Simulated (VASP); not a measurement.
A run of VASP 6.6.1:

Contents of INCAR:

```
SYSTEM = Ta2Si
PREC = Accurate
ENCUT = 520
EDIFF = 1E-7
ISMEAR = 0
SIGMA = 0.1
LREAL = .False.
LASPH = .True.
NELM = 80
ALGO = Fast
ISIF = 2
LWAVE = .False.
LCHARG = .False.
GGA = PS
IVDW = 13
NBANDS = 35
```

The input KPOINTS:

```
regular mesh
0
Gamma
  10 10 10
  0 0 0
```

Contents of POSCAR:

```
Ta2Si
1.0
   -3.0593130508      3.0593130508      2.5119384862
    3.0593130508     -3.0593130508      2.5119384862
    3.0593130508      3.0593130508     -2.5119384862
Ta Si
4 2
Direct
    0.6629704073      0.8370295927      0.5000000000
    0.8370295927      0.3370295927      0.1740591855
    0.3370295927      0.1629704073      0.5000000000
    0.1629704073      0.6629704073      0.8259408145
    0.2500000000      0.2500000000      0.0000000000
    0.7500000000      0.7500000000      0.0000000000
```

Potentials or basis: VASP PAW PBE potentials, release 64 (Ta_pv, Si).

Launch:

```console
$ cat potpaw_PBE.64/Ta_pv/POTCAR potpaw_PBE.64/Si/POTCAR > POTCAR
$ mpirun -np 1 vasp_std > vasp.out
```

Hardware: 1 thread of Intel(R) Xeon(R) 6975P-C (Granite Rapids), with other jobs on the host.

Task: How long does it take, and how much memory?

Result: Run time: 4 min on 1 thread of Intel(R) Xeon(R) 6975P-C (Granite Rapids), with other jobs on the host, peak memory 0.42 GiB. Counts: scf iterations 17, k points 102.
